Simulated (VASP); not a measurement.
**BeTe: single point with PBE**

The system is BeTe.

```
Te Be
1.0
     0.00000    2.77000    2.77000
     2.77000    0.00000    2.77000
     2.77000    2.77000    0.00000
Te Be
1 1
Direct
  0.75000 0.75000 0.75000
  0.00000 0.00000 0.00000
```

* Program: VASP 6.6.1
* Task: single point
* Functional: PBE
* Potentials or basis: VASP PAW PBE potentials, release 64 (Te, Be)
* Cutoff: 520 eV
* k mesh: 8 × 8 × 8
* Occupations: gaussian, width 0.025 eV
* Spin: no spin polarisation
* Dipole correction: no
* Further INCAR settings: ALGO = Normal; EDIFF = 1e-06; NBANDS = 11

```yaml
Pressure: 4.5 GPa
Band_gap_on_the_k_mesh: 1.85 eV, indirect (least direct gap 3.56 eV)
```

Levels at points of the mesh, in eV from the valence-band top:
```csv
k point,band 1,band 2,band 3,band 4,band 5,band 6,band 7,band 8
"(0.00, 0.00, 0.00)",-12.63,0.00,0.00,0.00,3.56,3.56,3.56,4.19
"(0.50, 0.00, 0.00)",-11.16,-5.87,-1.22,-1.22,3.21,4.56,4.56,7.79
"(0.50, 0.50, 0.00)",-10.62,-5.39,-2.84,-2.84,1.85,2.59,10.02,10.02
```

Wall time 9.8 s on 1 thread of Intel(R) Xeon(R) Platinum 8559C (Emerald Rapids), on a shared host, peak memory 0.16 GiB.

Caveat: spin-orbit coupling is left out, which moves the levels of the heavy elements. A k mesh can miss the band edges.
